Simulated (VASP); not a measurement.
# AlN in VASP: further runs, part 2 of 2

VASP 6.6.1. Earlier steps stand in the parts before.

## 3. Single point, PBE

This run uses another cell than the first one: it holds 6 atoms, not 2.

INCAR

```
ALGO = Normal ; EDIFF = 1E-6
ENCUT = 520 ; GGA = PE
ISIF = 2 ; ISMEAR = 0
LASPH = True ; LCHARG = False
LREAL = False ; LWAVE = False
NBANDS = 21 ; NELM = 100
PREC = Accurate ; SIGMA = 0.1
```

KPOINTS

```
k-points
0
Gamma
  6 6 4
```

POSCAR

```
AlN
1.0
    2.8784547286      0.0000000000      0.0000000000
   -1.4392273643      2.4928149186      0.0000000000
    0.0000000000      0.0000000000      7.0496019577
Al N
3 3
Direct
    0.6666670212      0.0000000000      0.3333333333
    0.0000000000      0.6666670212      0.6666666667
    0.3333329788      0.3333329788      0.0000000000
    0.6666643746      0.0000000000      0.8333333333
    0.0000000000      0.6666643746      0.1666666667
    0.3333356254      0.3333356254      0.5000000000
```

Potentials or basis: VASP PAW PBE potentials, release 64 (Al, N).

The run is started by

```console
> cat potpaw_PBE.64/Al/POTCAR potpaw_PBE.64/N/POTCAR > POTCAR
> mpirun -np 1 vasp_std > vasp.out
```

OUTCAR:

```text
EDIFF = 1E-6
   ENCUT = 520
   GGA = PE
   ISIF = 2
   ISMEAR = 0
   LASPH = True
   LREAL = False
   NELM = 100
   PREC = Accurate

 ion  position               nearest neighbor table
   1  0.667  0.000  0.333-   5 2.04   6 2.04   5 2.04   6 2.04   5 2.04   6 2.04   3 2.88   2 2.88
                             3 2.88   3 2.88   2 2.88   2 2.88
   2  0.000  0.667  0.667-   4 2.04   6 2.04   4 2.04   6 2.04   4 2.04   6 2.04   3 2.88   1 2.88
                             3 2.88   3 2.88   1 2.88   1 2.88
   3  0.333  0.333  0.000-   4 2.04   5 2.04   4 2.04   5 2.04   5 2.04   4 2.04   2 2.88   1 2.88
                             1 2.88   2 2.88   1 2.88   2 2.88
   4  0.667  0.000  0.833-   2 2.04   3 2.04   2 2.04   3 2.04   2 2.04   3 2.04
   5  0.000  0.667  0.167-   1 2.04   3 2.04   1 2.04   3 2.04   1 2.04   3 2.04
   6  0.333  0.333  0.500-   1 2.04   2 2.04   1 2.04   2 2.04   2 2.04   1 2.04

  LATTYP: Found a hexagonal cell.
 ALAT       =     2.8784547286
 C/A-ratio  =     2.4490925244

  Lattice vectors:

 A1 = (   2.8784547286,   0.0000000000,   0.0000000000)
 A2 = (  -1.4392273643,   2.4928149186,   0.0000000000)
 A3 = (   0.0000000000,   0.0000000000,   7.0496019577)

Analysis of symmetry for initial positions (statically):
=====================================================================
 Subroutine PRICEL returns following result:

  LATTYP: Found a trigonal (rhomboedric) cell.
 ALAT       =     2.8781455914
 COS(alpha) =     0.4998907239

  Lattice vectors:

 A1 = (   1.4392304258,   0.8309400738,  -2.3498673197)
 A2 = (  -0.0000015308,  -1.6618774962,  -2.3498673190)
 A3 = (  -1.4392288951,   0.8309374224,  -2.3498673190)

   3 primitive cells build up your supercell.

 Routine SETGRP: Setting up the symmetry group for a
 hexagonal supercell.

 Subroutine GETGRP returns: Found 12 space group operations
 (whereof  2 operations were pure point group operations)
 out of a pool of 24 trial point group operations.

The static configuration has the point symmetry C_2 .
 The point group associated with its full space group is D_3d.

Analysis of symmetry for dynamics (positions and initial velocities):
=====================================================================
 Subroutine PRICEL returns following result:

  LATTYP: Found a trigonal (rhomboedric) cell.
 ALAT       =     2.8781455914
 COS(alpha) =     0.4998907239

  Lattice vectors:

 A1 = (   1.4392304258,   0.8309400738,  -2.3498673197)
 A2 = (  -0.0000015308,  -1.6618774962,  -2.3498673190)
 A3 = (  -1.4392288951,   0.8309374224,  -2.3498673190)

   3 primitive cells build up your supercell.

 Routine SETGRP: Setting up the symmetry group for a
 hexagonal supercell.

 Subroutine GETGRP returns: Found 12 space group operations
 (whereof  2 operations were pure point group operations)
 out of a pool of 24 trial point group operations.

The dynamic configuration has the point symmetry C_2 .
 The point group associated with its full space group is D_3d.

 Subroutine INISYM returns: Found 12 space group operations
 (whereof  2 operations are pure point group operations),
[... 46 lines left out ...]
 Subroutine IBZKPT returns following result:
 ===========================================

 Found     24 irreducible k-points:

 Following reciprocal coordinates:
            Coordinates               Weight
  0.000000  0.000000  0.000000      1.000000
  0.166667  0.000000  0.000000      6.000000
  0.333333  0.000000  0.000000      6.000000
  0.500000  0.000000  0.000000      3.000000
  0.166667  0.166667  0.000000      6.000000
  0.333333  0.166667  0.000000     12.000000
[... 16 lines left out ...]
  0.333333  0.166667  0.500000     12.000000
  0.333333  0.333333  0.500000      2.000000
   k-points           NKPTS =     24   k-points in BZ     NKDIM =     24   number of bands    NBANDS=     21
   number of dos      NEDOS =    301   number of ions     NIONS =      6
   total plane-waves  NPLWV =  31104
   dimension x,y,z NGX =    24 NGY =   24 NGZ =   54
   dimension x,y,z NGXF=    48 NGYF=   48 NGZF=  108
   ions per type =               3   3
   NGX,Y,Z   is equivalent  to a cutoff of  13.86, 13.86, 12.73 a.u.
   NGXF,Y,Z  is equivalent  to a cutoff of  27.72, 27.72, 25.47 a.u.
 SYSTEM =  unknown system
   PREC   = accura    normal or accurate (medium, high low for compatibility)
   ISTART =      0    job   : 0-new  1-cont  2-samecut
   ICHARG =      2    charge: 1-file 2-atom 10-const
   ISPIN  =      1    spin polarized calculation?
   LNONCOLLINEAR =      F non collinear calculations
   LSORBIT =      F    spin-orbit coupling
   LASPH  =      T    aspherical Exc in radial PAW
   ENCUT  =  520.0 eV  38.22 Ry    6.18 a.u.   5.35  5.35 13.11*2*pi/ulx,y,z
   NELM   =    100;   NELMIN=  2; NELMDL= -5     # of ELM steps
   EDIFF  = 0.1E-05   stopping-criterion for ELM
   LREAL  =      F    real-space projection
   EDIFFG = 0.1E-04   stopping-criterion for IOM
   NSW    =      0    number of steps for IOM
   IBRION =     -1    ionic relax: 0-MD 1-quasi-New 2-CG
   NFREE  =      0    steps in history (QN), initial steepest desc. (CG)
   ISIF   =      2    stress and relaxation
   ISYM   =      2    0-nonsym 1-usesym 2-fastsym
   POTIM  = 0.5000    time-step for ionic-motion
   TEBEG  =    0.0;   TEEND  =   0.0 temperature during run
   PSTRESS=    0.0 pullay stress
   NELECT =      24.0000    total number of electrons
   NUPDOWN=      -1.0000    fix difference up-down
   EMIN   =  10.00;   EMAX   =-10.00  energy-range for DOS
   EFERMI =   0.00;   METHOD = LEGACY
   ISMEAR =     0;   SIGMA  =   0.10  broadening in eV -4-tet -1-fermi 0-gaus
   EFERMI_NEDOS =   21; number of points for ismear=-14 and -15
   IALGO  =     38    algorithm
   IMIX   =      4    mixing-type and parameters
     AMIX     =   0.40;   BMIX     =  1.00
     AMIX_MAG =   1.60;   BMIX_MAG =  1.00
  volume/ion in A,a.u.               =       8.43        56.89
  Fermi-wavevector in a.u.,A,eV,Ry     =   1.276852  2.412900 22.182273  1.630351
  Thomas-Fermi vector in A             =   2.409485
   LORBIT       =      0    0 simple, 1 ext, 2 COOP (PROOUT), +10 PAW based schemes
   GGA     = PE    functional components
   LHFCALC =     F    Hartree Fock is set to
   AEXX    =    0.0000 exact exchange contribution
   IVDW    =     0    specifies the selected vdW correction
   LEPSILON=     F    determine dielectric tensor
   LRPA    =     F    only Hartree local field effects (RPA)
 non-spin polarized calculation
 Gauss-broadening in eV      SIGMA  =   0.10
  energy-cutoff  :      520.00
  volume of cell :       50.58
 maximum number of plane-waves:      1382
 NGX is ok and might be reduce to    24

 number of electron      23.9999995 magnetization

 Free energy of the ion-electron system (eV)
  ---------------------------------------------------
  ext. energy  EPLUGINS =         0.00000000
  ---------------------------------------------------
  free energy    TOTEN  =       -43.62999650 eV

  energy without entropy =      -43.62999650  energy(sigma->0) =      -43.62999650

 E-fermi :  10.1458     XC(G=0): -12.1909

 val. band max:        9.7074660085   @ k =   0.0000   0.0000   0.0000
 cond. band min:      14.1171488839   @ k =   0.5000   0.0000   0.0000
 fundamental gap:      4.4096828754
 Fermi energy:        10.1458449044

 k-point     1 :       0.0000    0.0000    0.0000
  band No.  band energies     occupation
      1      -7.6656      2.00000
      2      -5.6463      2.00000
      3      -5.6463      2.00000
      4       3.5723      2.00000
      5       3.5723      2.00000
      6       8.8921      2.00000
[... 565 lines left out ...]
     20      21.1365      0.00000
     21      21.1365      0.00000

------------------------ aborting loop because EDIFF is reached ----------------------------------------

  FORCE on cell =-STRESS in cart. coord.  units (eV):
  Direction    XX          YY          ZZ          XY          YZ          ZX
  --------------------------------------------------------------------------------------
  -------------------------------------------------------------------------------------
  Total       -0.0860444     -0.0860444     -0.0818093      0.0000000     -0.0000000     -0.0000000
  in kB       -2.7253292     -2.7253292     -2.5911900      0.0000000     -0.0000000     -0.0000000
  external PRESSURE =      -2.6806161 kB  Pullay stress =       0.0000000 kB

 VOLUME and BASIS-vectors are now :
 -----------------------------------------------------------------------------
  energy-cutoff  :      520.00
  volume of cell :       50.58
      direct lattice vectors                 reciprocal lattice vectors
     2.878454729  0.000000000  0.000000000     0.347408625  0.200576463  0.000000000
    -1.439227364  2.492814919  0.000000000     0.000000000  0.401152927  0.000000000
     0.000000000  0.000000000  7.049601958     0.000000000  0.000000000  0.141851981

 POSITION                                       TOTAL-FORCE (eV/Angst)
 -----------------------------------------------------------------------------------
      1.91897      0.00000      2.34987        -0.000000      0.000000     -0.000000
     -0.95949      1.66188      4.69973        -0.000000      0.000000      0.000000
      0.47974      0.83094      0.00000        -0.000000      0.000000     -0.000000
      1.91896      0.00000      5.87467         0.000000      0.000000      0.000000
     -0.95948      1.66187      1.17493        -0.000000     -0.000000     -0.000000
      0.47975      0.83094      3.52480         0.000000     -0.000000      0.000000
 -----------------------------------------------------------------------------------
    total drift:                               -0.002119     -0.006243      0.000007

  FREE ENERGIE OF THE ION-ELECTRON SYSTEM (eV)
  ---------------------------------------------------
  free  energy   TOTEN  =       -43.6299964968 eV

  energy  without entropy=      -43.6299964968  energy(sigma->0) =      -43.62999650
```

stdout:

```text
POSCAR found type information on POSCAR AlN
 POSCAR found :  2 types and       6 ions
 scaLAPACK will be used
 LDA part: xc-table for (Slater+PW92), standard interpolation
 POSCAR, INCAR and KPOINTS ok, starting setup
 FFT: planning ... GRIDC
 FFT: planning ... GRID_SOFT
 FFT: planning ... GRID
 WAVECAR not read
 entering main loop
```

Run time: 17 s. Hardware: 1 thread of Intel Xeon Platinum 8488C (Sapphire Rapids), shared host; peak memory 0.17 GiB.

Results:

```
Free energy            : -43.6300 eV
Pressure               : -0.3 GPa
Band gap on the k mesh : 4.41 eV
```

Levels at points of the mesh, in eV from the valence-band top:
| k point | band 8 | band 9 | band 10 | band 11 | band 12 | band 13 | band 14 | band 15 | band 16 | band 17 |
| --- | --- | --- | --- | --- | --- | --- | --- | --- | --- | --- |
| (0.00, 0.00, 0.00) | -0.82 | -0.82 | 0.00 | 0.00 | 0.00 | 5.39 | 6.38 | 6.38 | 11.48 | 11.48 |
| (0.50, 0.00, 0.00) | -2.75 | -2.70 | -2.70 | -1.55 | -1.55 | 4.41 | 5.33 | 7.16 | 7.16 | 9.29 |
| (0.00, 0.00, 0.50) | -1.04 | -0.30 | -0.30 | -0.30 | -0.30 | 6.00 | 6.59 | 6.59 | 10.65 | 10.65 |
| (0.50, 0.00, 0.50) | -3.93 | -2.39 | -2.39 | -1.04 | -1.04 | 5.51 | 5.51 | 6.01 | 7.56 | 7.56 |

Caveat: the k points lie up to 0.42 Å⁻¹ apart. A k mesh can miss the band edges.
